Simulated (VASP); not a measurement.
# Ti2H (Pn-3m) in VASP: a series of runs

Runs on Ti2H. Level: r2SCAN. Tasks: single point.

All numbers are computed with VASP 6.6.1; they aren't measurements. Logs are shortened: lines on timing, memory, paths and dates and some standing lists are left out, and cuts for length are marked.

## (1) The cell of the first run

The structure is cubic, space group Pn-3m (No. 224). The conventional cell has a = 4.229 Å, b = 4.229 Å, c = 4.229 Å, α = 90.00°, β = 90.00°, γ = 90.00°. Within 2.4 Å of Ti (site symmetry -3m) lie 2 H at 1.83 Å. Within 2.4 Å of H (site symmetry -43m) lie 4 Ti at 1.83 Å.

## (2) Single point, r2SCAN

File POSCAR:

```
Ti2H
1.0
    4.2291993700      0.0000000000      0.0000000000
    0.0000000000      4.2291993700      0.0000000000
    0.0000000000      0.0000000000      4.2291993700
Ti H
4 2
Direct
    0.2500000000      0.7500000000      0.2500000000
    0.7500000000      0.2500000000      0.2500000000
    0.2500000000      0.2500000000      0.7500000000
    0.7500000000      0.7500000000      0.7500000000
    0.0000000000      0.0000000000      0.0000000000
    0.5000000000      0.5000000000      0.5000000000
```

File INCAR.step1:

```
PREC = Accurate ; ENCUT = 520
ISMEAR = 0 ; SIGMA = 0.1
LREAL = False ; LASPH = True
NELM = 100 ; NBANDS = 34
GGA = PE ; ALGO = Normal
EDIFF = 1E-4 ; LWAVE = True
LCHARG = False
```

File INCAR.step2:

```
PREC = Accurate ; ENCUT = 520
EDIFF = 1E-6 ; ISMEAR = 0
SIGMA = 0.1 ; LREAL = False
LASPH = True ; NELM = 100
ALGO = Normal ; ISIF = 2
LWAVE = False ; LCHARG = False
METAGGA = R2SCAN ; LMIXTAU = True
NBANDS = 34 ; ISTART = 1
```

File KPOINTS:

```
regular mesh
0
Gamma
  4 4 4
```

Potentials or basis: VASP PAW PBE potentials, release 64 (Ti_sv, H).

On the command line:

```sh
cat potpaw_PBE.64/Ti_sv/POTCAR potpaw_PBE.64/H/POTCAR > POTCAR
cp INCAR.step1 INCAR
mpirun -np 1 vasp_std > vasp.out
cp INCAR.step2 INCAR
mpirun -np 1 vasp_std > vasp.out
```

OUTCAR:

```text
PREC = Accurate
   ENCUT = 520
   EDIFF = 1E-6
   ISMEAR = 0
   LREAL = False
   LASPH = True
   NELM = 100
   ISIF = 2
   METAGGA = R2SCAN
   ISTART = 1

 ion  position               nearest neighbor table
   1  0.250  0.750  0.250-   5 1.83   6 1.83
   2  0.750  0.250  0.250-   5 1.83   6 1.83
   3  0.250  0.250  0.750-   5 1.83   6 1.83
   4  0.750  0.750  0.750-   5 1.83   6 1.83
   5  0.000  0.000  0.000-   1 1.83   2 1.83   3 1.83   4 1.83
   6  0.500  0.500  0.500-   1 1.83   2 1.83   3 1.83   4 1.83

  LATTYP: Found a simple cubic cell.
 ALAT       =     4.2291993700

  Lattice vectors:

 A1 = (   4.2291993700,   0.0000000000,   0.0000000000)
 A2 = (   0.0000000000,   4.2291993700,   0.0000000000)
 A3 = (   0.0000000000,   0.0000000000,   4.2291993700)

Analysis of symmetry for initial positions (statically):
=====================================================================
 Subroutine PRICEL returns:
 Original cell was already a primitive cell.

 Routine SETGRP: Setting up the symmetry group for a
 simple cubic supercell.

 Subroutine GETGRP returns: Found 48 space group operations
 (whereof 24 operations were pure point group operations)
 out of a pool of 48 trial point group operations.

The static configuration has the point symmetry T_d .
 The point group associated with its full space group is O_h .

Analysis of symmetry for dynamics (positions and initial velocities):
=====================================================================
 Subroutine PRICEL returns:
 Original cell was already a primitive cell.

 Routine SETGRP: Setting up the symmetry group for a
 simple cubic supercell.

 Subroutine GETGRP returns: Found 48 space group operations
 (whereof 24 operations were pure point group operations)
 out of a pool of 48 trial point group operations.

The dynamic configuration has the point symmetry T_d .
 The point group associated with its full space group is O_h .

 Subroutine INISYM returns: Found 48 space group operations
 (whereof 24 operations are pure point group operations),
 and found     1 'primitive' translations

----------------------------------------------------------------------------------------

                                     Primitive cell

  volume of cell :      75.6440

[... 80 lines left out ...]
   NELM   =    100;   NELMIN=  2; NELMDL=  0     # of ELM steps
   EDIFF  = 0.1E-05   stopping-criterion for ELM
   LREAL  =      F    real-space projection
   EDIFFG = 0.1E-04   stopping-criterion for IOM
   NSW    =      0    number of steps for IOM
   IBRION =     -1    ionic relax: 0-MD 1-quasi-New 2-CG
   NFREE  =      0    steps in history (QN), initial steepest desc. (CG)
   ISIF   =      2    stress and relaxation
   ISYM   =      2    0-nonsym 1-usesym 2-fastsym
   POTIM  = 0.5000    time-step for ionic-motion
   TEBEG  =    0.0;   TEEND  =   0.0 temperature during run
   PSTRESS=    0.0 pullay stress
   NELECT =      50.0000    total number of electrons
   NUPDOWN=      -1.0000    fix difference up-down
   EMIN   =  10.00;   EMAX   =-10.00  energy-range for DOS
   EFERMI =   0.00;   METHOD = LEGACY
   ISMEAR =     0;   SIGMA  =   0.10  broadening in eV -4-tet -1-fermi 0-gaus
   EFERMI_NEDOS =   21; number of points for ismear=-14 and -15
   IALGO  =     38    algorithm
   IMIX   =      4    mixing-type and parameters
     AMIX     =   0.40;   BMIX     =  1.00
     AMIX_MAG =   1.60;   BMIX_MAG =  1.00
  volume/ion in A,a.u.               =      12.61        85.08
  Fermi-wavevector in a.u.,A,eV,Ry     =   1.426067  2.694876 27.669730  2.033668
  Thomas-Fermi vector in A             =   2.546384
   LORBIT       =      0    0 simple, 1 ext, 2 COOP (PROOUT), +10 PAW based schemes
   METAGGA = R2SCAN    functional components
   LHFCALC =     F    Hartree Fock is set to
   AEXX    =    0.0000 exact exchange contribution
   IVDW    =     0    specifies the selected vdW correction
   LEPSILON=     F    determine dielectric tensor
   LRPA    =     F    only Hartree local field effects (RPA)
 non-spin polarized calculation
 Gauss-broadening in eV      SIGMA  =   0.10
  energy-cutoff  :      520.00
  volume of cell :       75.64
 maximum number of plane-waves:      2064
 NGX is ok and might be reduce to    32
   NGX = 15   NGY = 15   NGZ = 15

 number of electron      49.9999984 magnetization

 Free energy of the ion-electron system (eV)
  ---------------------------------------------------
  ext. energy  EPLUGINS =         0.00000000
  ---------------------------------------------------
  free energy    TOTEN  =       -60.22679760 eV

  energy without entropy =      -60.20087416  energy(sigma->0) =      -60.21383588

 E-fermi :   7.7859     XC(G=0): -12.2773

 val. band max:        7.7586276735   @ k =   0.5000   0.5000   0.0000
 cond. band min:       7.7859102183   @ k =   0.5000   0.5000   0.5000
 fundamental gap:      0.0272825448
 Fermi energy:         7.7858926395

 k-point     1 :       0.0000    0.0000    0.0000
  band No.  band energies     occupation
      1     -51.5338      2.00000
      2     -51.4089      2.00000
      3     -51.4089      2.00000
      4     -51.4089      2.00000
      5     -27.0869      2.00000
      6     -26.8831      2.00000
[... 359 lines left out ...]
     33      11.0418      0.00000
     34      11.0434      0.00000

------------------------ aborting loop because EDIFF is reached ----------------------------------------

  FORCE on cell =-STRESS in cart. coord.  units (eV):
  Direction    XX          YY          ZZ          XY          YZ          ZX
  --------------------------------------------------------------------------------------
  -------------------------------------------------------------------------------------
  Total       -0.1117484     -0.1117484     -0.1117484     -0.0000000     -0.0000000     -0.0000000
  in kB       -2.3668869     -2.3668869     -2.3668869     -0.0000000     -0.0000000     -0.0000000
  external PRESSURE =      -2.3668869 kB  Pullay stress =       0.0000000 kB

 VOLUME and BASIS-vectors are now :
 -----------------------------------------------------------------------------
  energy-cutoff  :      520.00
  volume of cell :       75.64
      direct lattice vectors                 reciprocal lattice vectors
     4.229199370  0.000000000  0.000000000     0.236451374  0.000000000  0.000000000
     0.000000000  4.229199370  0.000000000     0.000000000  0.236451374  0.000000000
     0.000000000  0.000000000  4.229199370     0.000000000  0.000000000  0.236451374

 POSITION                                       TOTAL-FORCE (eV/Angst)
 -----------------------------------------------------------------------------------
      1.05730      3.17190      1.05730         0.000000      0.000000      0.000000
      3.17190      1.05730      1.05730        -0.000000     -0.000000     -0.000000
      1.05730      1.05730      3.17190        -0.000000      0.000000      0.000000
      3.17190      3.17190      3.17190         0.000000     -0.000000     -0.000000
      0.00000      0.00000      0.00000         0.000000     -0.000000      0.000000
      2.11460      2.11460      2.11460         0.000000      0.000000      0.000000
 -----------------------------------------------------------------------------------
    total drift:                                0.000000      0.000000     -0.000000

  FREE ENERGIE OF THE ION-ELECTRON SYSTEM (eV)
  ---------------------------------------------------
  free  energy   TOTEN  =       -60.2267976047 eV

  energy  without entropy=      -60.2008741598  energy(sigma->0) =      -60.21383588
```

OUTCAR.step1:

```text
PREC = Accurate
   ENCUT = 520
   ISMEAR = 0
   LREAL = False
   LASPH = True
[... 591 lines left out ...]
      1.05730      1.05730      3.17190         0.000000     -0.000000      0.000000
      3.17190      3.17190      3.17190        -0.000000      0.000000     -0.000000
      0.00000      0.00000      0.00000         0.000000      0.000000      0.000000
      2.11460      2.11460      2.11460         0.000000      0.000000      0.000000
 -----------------------------------------------------------------------------------
    total drift:                                0.000000      0.000000     -0.000000

  FREE ENERGIE OF THE ION-ELECTRON SYSTEM (eV)
  ---------------------------------------------------
  free  energy   TOTEN  =       -39.4006313806 eV

  energy  without entropy=      -39.3796626814  energy(sigma->0) =      -39.39014703
```

Run time: 81 s. Hardware: 1 thread of AMD EPYC 7R13 (Zen 3), shared host; peak memory 0.16 GiB.

What came out:

```
Free energy            : -60.2268 eV
Pressure               : -0.2 GPa
Band gap on the k mesh : zero (bands 25 and 26 overlap by 1.18 eV)
```

Levels at points of the mesh, in eV from the Fermi level:
```csv
k point,band 22,band 23,band 24,band 25,band 26,band 27
"(0.00, 0.00, 0.00)",-2.68,-1.69,-1.69,0.63,0.63,0.63
"(0.50, 0.00, 0.00)",-1.66,-0.63,-0.63,-0.52,-0.52,0.99
"(0.50, 0.50, 0.00)",-1.15,-0.50,-0.50,-0.26,-0.26,-0.03
"(0.50, 0.50, 0.50)",0.00,0.00,0.00,0.43,0.43,0.43
```

Caveat: the k points lie up to 0.37 Å⁻¹ apart, too coarse for converged energies and pressures of a metal; the PAW data sets were made with another functional, which shifts forces and pressure a little.

## (3) Single point, r2SCAN

This run uses another cell than the first one, of 12.58 Å³/atom.

Edit POSCAR of step 2 so:

```diff
@@ -2,5 +2,5 @@
 1.0
-    4.2291993700      0.0000000000      0.0000000000
-    0.0000000000      4.2291993700      0.0000000000
-    0.0000000000      0.0000000000      4.2291993700
+    4.2258093494      0.0000000000      0.0000000000
+    0.0000000000      4.2258093494      0.0000000000
+    0.0000000000      0.0000000000      4.2258093494
 Ti H
```

Edit INCAR.step1 of step 2 so:

```diff
@@ -3,3 +3,3 @@
 LREAL = False ; LASPH = True
-NELM = 100 ; NBANDS = 34
+NELM = 60 ; NBANDS = 34
 GGA = PE ; ALGO = Normal
```

File INCAR.step2:

```
PREC = Accurate ; ENCUT = 520
EDIFF = 1E-6 ; ISMEAR = 0
SIGMA = 0.1 ; LREAL = False
LASPH = True ; NELM = 60
ALGO = Normal ; ISIF = 2
LWAVE = False ; LCHARG = True
METAGGA = R2SCAN ; LMIXTAU = True
LELF = True ; LVHAR = True
NBANDS = 34 ; ISTART = 1
```

File KPOINTS:

```
regular mesh
0
Gamma
  10 10 10
```

Potentials or basis: VASP PAW PBE potentials, release 64 (Ti_sv, H).

On the command line:

```sh
cat potpaw_PBE.64/Ti_sv/POTCAR potpaw_PBE.64/H/POTCAR > POTCAR
cp INCAR.step1 INCAR
mpirun -np 1 vasp_std > vasp.out
cp INCAR.step2 INCAR
mpirun -np 1 vasp_std > vasp.out
```

OUTCAR:

```text
PREC = Accurate
   ENCUT = 520
   EDIFF = 1E-6
   ISMEAR = 0
   LREAL = False
   LASPH = True
   NELM = 60
   ISIF = 2
   METAGGA = R2SCAN
   ISTART = 1

 ion  position               nearest neighbor table
   1  0.250  0.750  0.250-   5 1.83   6 1.83
   2  0.750  0.250  0.250-   5 1.83   6 1.83
   3  0.250  0.250  0.750-   5 1.83   6 1.83
   4  0.750  0.750  0.750-   5 1.83   6 1.83
   5  0.000  0.000  0.000-   1 1.83   2 1.83   3 1.83   4 1.83
   6  0.500  0.500  0.500-   1 1.83   2 1.83   3 1.83   4 1.83

  LATTYP: Found a simple cubic cell.
 ALAT       =     4.2258093494

  Lattice vectors:

 A1 = (   4.2258093494,   0.0000000000,   0.0000000000)
 A2 = (   0.0000000000,   4.2258093494,   0.0000000000)
 A3 = (   0.0000000000,   0.0000000000,   4.2258093494)

Analysis of symmetry for initial positions (statically):
=====================================================================
 Subroutine PRICEL returns:
 Original cell was already a primitive cell.

 Routine SETGRP: Setting up the symmetry group for a
[... 174 lines left out ...]
  ---------------------------------------------------
  free energy    TOTEN  =       -60.18440203 eV

  energy without entropy =      -60.16183865  energy(sigma->0) =      -60.17312034

 E-fermi :   7.7310     XC(G=0): -12.2916

 val. band max:        7.7205276346   @ k =   0.5000   0.2000   0.2000
 cond. band min:       7.7339682059   @ k =   0.4000   0.1000   0.0000
 fundamental gap:      0.0134405713
 Fermi energy:         7.7310492341

 k-point     1 :       0.0000    0.0000    0.0000
  band No.  band energies     occupation
      1     -51.5172      2.00000
      2     -51.3911      2.00000
      3     -51.3911      2.00000
      4     -51.3911      2.00000
      5     -27.0724      2.00000
      6     -26.8673      2.00000
[... 877 lines left out ...]
     33      10.3420      0.00000
     34      10.3680      0.00000

 [... further k-points ...]
[... 5 lines left out ...]
  --------------------------------------------------------------------------------------
  -------------------------------------------------------------------------------------
  Total        0.2175968      0.2175968      0.2175968      0.0000000     -0.0000000      0.0000000
  in kB        4.6199093      4.6199093      4.6199093      0.0000000     -0.0000000      0.0000000
  external PRESSURE =       4.6199093 kB  Pullay stress =       0.0000000 kB

 VOLUME and BASIS-vectors are now :
 -----------------------------------------------------------------------------
  energy-cutoff  :      520.00
  volume of cell :       75.46
      direct lattice vectors                 reciprocal lattice vectors
     4.225809349  0.000000000  0.000000000     0.236641059  0.000000000  0.000000000
     0.000000000  4.225809349  0.000000000     0.000000000  0.236641059  0.000000000
     0.000000000  0.000000000  4.225809349     0.000000000  0.000000000  0.236641059

 POSITION                                       TOTAL-FORCE (eV/Angst)
 -----------------------------------------------------------------------------------
      1.05645      3.16936      1.05645         0.000000     -0.000000      0.000000
      3.16936      1.05645      1.05645         0.000000      0.000000     -0.000000
      1.05645      1.05645      3.16936        -0.000000     -0.000000      0.000000
      3.16936      3.16936      3.16936         0.000000     -0.000000     -0.000000
      0.00000      0.00000      0.00000        -0.000000      0.000000     -0.000000
      2.11290      2.11290      2.11290        -0.000000      0.000000     -0.000000
 -----------------------------------------------------------------------------------
    total drift:                                0.000000      0.000000     -0.000000

  FREE ENERGIE OF THE ION-ELECTRON SYSTEM (eV)
  ---------------------------------------------------
  free  energy   TOTEN  =       -60.1844020251 eV

  energy  without entropy=      -60.1618386453  energy(sigma->0) =      -60.17312034
```

Wall time 5.8 min (1 thread of AMD EPYC 7R13 (Zen 3), shared host); peak memory 0.23 GiB.

What came out:

* Free energy: -60.1844 eV
* Pressure: 0.5 GPa
* Band gap on the k mesh: zero (bands 25 and 26 overlap by 1.20 eV)

Caveat: the PAW data sets were made with another functional, which shifts forces and pressure a little.
